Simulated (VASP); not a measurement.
Ir:

```
CELL_PARAMETERS angstrom
0.00000 1.95317 1.95317
1.95317 0.00000 1.95317
1.95317 1.95317 0.00000
ATOMIC_POSITIONS crystal
Ir 0.00000 0.00000 0.00000
```

Base run:

```yaml
Program: VASP 6.6.1
Functional: PBE
Potentials_or_basis: VASP PAW PBE potentials, release 64 (Ir)
Cutoff: 520 eV
k_mesh: 12 × 12 × 12
Occupations: fermi-dirac, width 0.05 eV
Spin: no spin polarisation
```

Its results: pressure -9.0 GPa.

Task: The run is repeated on the same cell with these changes: functional from PBE to PBEsol. What comes out?

Result: Pressure -19.5 GPa.

PBEsol binds more tightly than PBE, so the same cell stands under less pressure.

Caveats: the PAW data sets were made with another functional, which shifts forces and pressure a little (some runs).
